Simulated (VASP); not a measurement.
# Ge3BiH4 (Pm-3m) in VASP: notebook, part 2 of 2

VASP 6.6.1. The steps go on from the part before.

### 3 Single point, PBE

This run uses another cell than the first one, of 17.78 Å³/atom, 1.337 times its volume.

INCAR reads:

```
SYSTEM = Ge3BiH4
ALGO     = Normal         ! electronic algorithm
EDIFF    = 1E-6           ! SCF threshold, eV
ENCUT    = 520            ! plane-wave cutoff, eV
GGA      = PE             ! functional
ISIF     = 2              ! what is computed and relaxed
ISMEAR   = 0              ! smearing method
LASPH    = .True.         ! aspherical terms in the spheres
LCHARG   = .False.        ! write CHGCAR
LREAL    = .False.        ! projectors in reciprocal space
LWAVE    = .False.        ! write WAVECAR
NBANDS   = 40             ! bands
NELM     = 60             ! most SCF steps
PREC     = Accurate       ! precision mode
SIGMA    = 0.1            ! smearing width, eV
```

KPOINTS reads:

```
k-points
0
Gamma
  4 4 4
  0 0 0
```

POSCAR reads:

```
Ge3BiH4
1.0
    5.2204279900      0.0000000000      0.0000000000
    0.0000000000      5.2204279900      0.0000000000
    0.0000000000      0.0000000000      5.2204279900
Ge Bi H
3 1 4
Direct
    0.0000000000      0.5000000000      0.5000000000
    0.5000000000      0.0000000000      0.5000000000
    0.5000000000      0.5000000000      0.0000000000
    0.0000000000      0.0000000000      0.0000000000
    0.5000000000      0.5000000000      0.5000000000
    0.5000000000      0.0000000000      0.0000000000
    0.0000000000      0.5000000000      0.0000000000
    0.0000000000      0.0000000000      0.5000000000
```

Potentials or basis: VASP PAW PBE potentials, release 64 (Ge_d, Bi_d, H).

Launch:

```
$ cat potpaw_PBE.64/Ge_d/POTCAR potpaw_PBE.64/Bi_d/POTCAR potpaw_PBE.64/H/POTCAR > POTCAR
$ mpirun -np 1 vasp_std > vasp.out
```

OUTCAR:

```text
SYSTEM = Ge3BiH4
   EDIFF = 1E-6
   ENCUT = 520
   GGA = PE
   ISIF = 2
   ISMEAR = 0
   LASPH = .True.
   LREAL = .False.
   NELM = 60
   PREC = Accurate

 ion  position               nearest neighbor table
   1  0.000  0.500  0.500-
   2  0.500  0.000  0.500-
   3  0.500  0.500  0.000-
   4  0.000  0.000  0.000-
   5  0.500  0.500  0.500-
   6  0.500  0.000  0.000-
   7  0.000  0.500  0.000-
   8  0.000  0.000  0.500-

  LATTYP: Found a simple cubic cell.
 ALAT       =     5.2204279900

  Lattice vectors:

 A1 = (   5.2204279900,   0.0000000000,   0.0000000000)
 A2 = (   0.0000000000,   5.2204279900,   0.0000000000)
 A3 = (   0.0000000000,   0.0000000000,   5.2204279900)

Analysis of symmetry for initial positions (statically):
=====================================================================
 Subroutine PRICEL returns:
 Original cell was already a primitive cell.

 Routine SETGRP: Setting up the symmetry group for a
 simple cubic supercell.

 Subroutine GETGRP returns: Found 48 space group operations
 (whereof 48 operations were pure point group operations)
 out of a pool of 48 trial point group operations.

The static configuration has the point symmetry O_h .

Analysis of symmetry for dynamics (positions and initial velocities):
=====================================================================
 Subroutine PRICEL returns:
 Original cell was already a primitive cell.

 Routine SETGRP: Setting up the symmetry group for a
 simple cubic supercell.

 Subroutine GETGRP returns: Found 48 space group operations
 (whereof 48 operations were pure point group operations)
 out of a pool of 48 trial point group operations.

[... 116 lines left out ...]
     AMIX     =   0.40;   BMIX     =  1.00
     AMIX_MAG =   1.60;   BMIX_MAG =  1.00
  volume/ion in A,a.u.               =      17.78       120.01
  Fermi-wavevector in a.u.,A,eV,Ry     =   1.234465  2.332800 20.733959  1.523903
  Thomas-Fermi vector in A             =   2.369154
   LORBIT       =      0    0 simple, 1 ext, 2 COOP (PROOUT), +10 PAW based schemes
   GGA     = PE    functional components
   LHFCALC =     F    Hartree Fock is set to
   AEXX    =    0.0000 exact exchange contribution
   IVDW    =     0    specifies the selected vdW correction
   LEPSILON=     F    determine dielectric tensor
   LRPA    =     F    only Hartree local field effects (RPA)
 non-spin polarized calculation
 Gauss-broadening in eV      SIGMA  =   0.10
  energy-cutoff  :      520.00
  volume of cell :      142.27
 maximum number of plane-waves:      3887
 NGX is ok and might be reduce to    40
   NGX = 19   NGY = 19   NGZ = 19

 number of electron      61.0000073 magnetization

 Free energy of the ion-electron system (eV)
  ---------------------------------------------------
  ext. energy  EPLUGINS =         0.00000000
  ---------------------------------------------------
  free energy    TOTEN  =       -23.77511385 eV

  energy without entropy =      -23.74228718  energy(sigma->0) =      -23.75870052

 E-fermi :   3.5201     XC(G=0):  -9.3738

 val. band max:        3.4782734424   @ k =   0.5000   0.2500   0.2500
 cond. band min:       3.5220120443   @ k =   0.2500   0.2500   0.0000
 fundamental gap:      0.0437386019
 Fermi energy:         3.5200605040

 k-point     1 :       0.0000    0.0000    0.0000
  band No.  band energies     occupation
      1     -21.6646      2.00000
      2     -21.6646      2.00000
      3     -21.6646      2.00000
      4     -21.6605      2.00000
      5     -21.6605      2.00000
      6     -21.6593      2.00000
[... 419 lines left out ...]
     39       6.7740      0.00000
     40       7.0113      0.00000

------------------------ aborting loop because EDIFF is reached ----------------------------------------

  FORCE on cell =-STRESS in cart. coord.  units (eV):
  Direction    XX          YY          ZZ          XY          YZ          ZX
  --------------------------------------------------------------------------------------
  -------------------------------------------------------------------------------------
  Total       -8.3564353     -8.3564353     -8.3564353     -0.0000000      0.0000000     -0.0000000
  in kB      -94.1051316    -94.1051316    -94.1051316     -0.0000000      0.0000000     -0.0000000
  external PRESSURE =     -94.1051316 kB  Pullay stress =       0.0000000 kB

 VOLUME and BASIS-vectors are now :
 -----------------------------------------------------------------------------
  energy-cutoff  :      520.00
  volume of cell :      142.27
      direct lattice vectors                 reciprocal lattice vectors
     5.220427990  0.000000000  0.000000000     0.191555176  0.000000000  0.000000000
     0.000000000  5.220427990  0.000000000     0.000000000  0.191555176  0.000000000
     0.000000000  0.000000000  5.220427990     0.000000000  0.000000000  0.191555176

 POSITION                                       TOTAL-FORCE (eV/Angst)
 -----------------------------------------------------------------------------------
      0.00000      2.61021      2.61021         0.000000      0.000000      0.000000
      2.61021      0.00000      2.61021         0.000000      0.000000      0.000000
      2.61021      2.61021      0.00000         0.000000      0.000000      0.000000
      0.00000      0.00000      0.00000         0.000000      0.000000      0.000000
      2.61021      2.61021      2.61021         0.000000      0.000000      0.000000
      2.61021      0.00000      0.00000         0.000000      0.000000      0.000000
      0.00000      2.61021      0.00000         0.000000      0.000000      0.000000
      0.00000      0.00000      2.61021         0.000000      0.000000      0.000000
 -----------------------------------------------------------------------------------
    total drift:                               -0.000000      0.000000     -0.000000

  FREE ENERGIE OF THE ION-ELECTRON SYSTEM (eV)
  ---------------------------------------------------
  free  energy   TOTEN  =       -23.7751138540 eV

  energy  without entropy=      -23.7422871789  energy(sigma->0) =      -23.75870052
```

OSZICAR:

```text
N       E                     dE             d eps       ncg     rms          rms(c)
DAV:   1     0.614843332450E+03    0.61484E+03   -0.29433E+04   968   0.315E+03
DAV:   2     0.958295310783E+02   -0.51901E+03   -0.50136E+03   800   0.886E+02
DAV:   3    -0.166715192979E+02   -0.11250E+03   -0.11009E+03   920   0.227E+02
DAV:   4    -0.244048442422E+02   -0.77333E+01   -0.76610E+01   880   0.674E+01
DAV:   5    -0.246249905657E+02   -0.22015E+00   -0.22010E+00   928   0.120E+01    0.424E+00
DAV:   6    -0.238211436957E+02    0.80385E+00   -0.78135E-01  1000   0.491E+00    0.143E+00
DAV:   7    -0.237696315694E+02    0.51512E-01   -0.57889E-01   984   0.254E+00    0.654E-01
DAV:   8    -0.237800488312E+02   -0.10417E-01   -0.66002E-02   840   0.198E+00    0.318E-01
DAV:   9    -0.237751638874E+02    0.48849E-02   -0.99574E-03   832   0.700E-01    0.862E-02
DAV:  10    -0.237750895883E+02    0.74299E-04   -0.17040E-03   920   0.181E-01    0.377E-02
DAV:  11    -0.237751192193E+02   -0.29631E-04   -0.14890E-04   944   0.657E-02    0.250E-02
DAV:  12    -0.237751145428E+02    0.46765E-05   -0.25927E-05   968   0.485E-02    0.716E-03
DAV:  13    -0.237751138540E+02    0.68873E-06   -0.49348E-06   688   0.114E-02
   1 F= -.23775114E+02 E0= -.23758701E+02  d E =-.328267E-01
```

stdout:

```text
POSCAR found type information on POSCAR GeBiH
 POSCAR found :  3 types and       8 ions
 scaLAPACK will be used
 LDA part: xc-table for (Slater+PW92), standard interpolation
 POSCAR, INCAR and KPOINTS ok, starting setup
 FFT: planning ... GRIDC
 FFT: planning ... GRID_SOFT
 FFT: planning ... GRID
 WAVECAR not read
 entering main loop
```

It took 44 s on 1 thread of Intel Xeon 6975P-C (Granite Rapids), shared host; peak memory 0.25 GiB.

What came out:

```yaml
Free_energy: -23.7751 eV
Pressure: -9.4 GPa
```

Caveat: spin-orbit coupling is left out, which moves the levels of the heavy elements.

### 4 Single point, PBE

This run uses another cell than the first one, of 13.22 Å³/atom, 0.993 times its volume.

INCAR reads:

```
  ALGO = Normal
  EDIFF = 1E-7
  ENCUT = 520
  GGA = PE
  ISIF = 2
  ISMEAR = 0
  LASPH = T
  LCHARG = T
  LELF = T
  LREAL = F
  LVHAR = T
  LWAVE = F
  NBANDS = 40
  NELM = 80
  PREC = Accurate
  SIGMA = 0.1
```

KPOINTS reads:

```
k-points
0
Gamma
  8 8 8
```

Changes to POSCAR since step 3:

```diff
@@ -2,5 +2,5 @@
 1.0
-    5.2204279900      0.0000000000      0.0000000000
-    0.0000000000      5.2204279900      0.0000000000
-    0.0000000000      0.0000000000      5.2204279900
+    4.7287813866      0.0000000000      0.0000000000
+    0.0000000000      4.7287813866      0.0000000000
+    0.0000000000      0.0000000000      4.7287813866
 Ge Bi H
```

Launch:

```
$ cat potpaw_PBE.64/Ge_d/POTCAR potpaw_PBE.64/Bi_d/POTCAR potpaw_PBE.64/H/POTCAR > POTCAR
$ mpirun -np 1 vasp_std > vasp.out
```

Wall time 83 s (1 thread of Intel Xeon 6975P-C (Granite Rapids), shared host); peak memory 0.27 GiB.

It converged, with:

| Quantity | Value |
| --- | --- |
| Free energy | -25.3935 eV |
| Pressure | -0.1 GPa |

Levels at points of the mesh, in eV from the Fermi level:
```tsv
k point	band 27	band 28	band 29	band 30	band 31	band 32	band 33	band 34	band 35	band 36
(0.00, 0.00, 0.00)	-4.37	-2.06	-1.97	-1.97	0.72	0.72	0.72	0.79	0.79	0.79
(0.50, 0.00, 0.00)	-2.92	-2.92	-2.33	-2.33	-0.96	-0.74	2.31	2.31	2.47	2.47
(0.50, 0.50, 0.00)	-4.33	-3.88	-1.44	-0.79	-0.79	-0.69	3.55	3.55	3.66	3.76
(0.50, 0.50, 0.50)	-7.51	-6.84	3.83	3.83	3.83	3.85	3.85	3.85	4.12	4.12
```

Caveat: spin-orbit coupling is left out, which moves the levels of the heavy elements.

### 5 Overview

```tsv
cell	k mesh	gap on the mesh (eV)	pressure (GPa)
a = 4.739 Å, 8 atoms	4 × 4 × 4	none	-0.2
a = 5.220 Å, 8 atoms	4 × 4 × 4	none	-9.4
a = 4.729 Å, 8 atoms	8 × 8 × 8	none	-0.1
```

Alike in all rows: task single point; level PBE; potentials or basis VASP PAW PBE potentials, release 64 (Ge_d, Bi_d, H); no spin polarisation; cutoff (eV) 520; smearing gaussian 0.1 eV.

Caveats: spin-orbit coupling is left out, which moves the levels of the heavy elements.

Absolute energies hang on the potentials; compare differences alone.
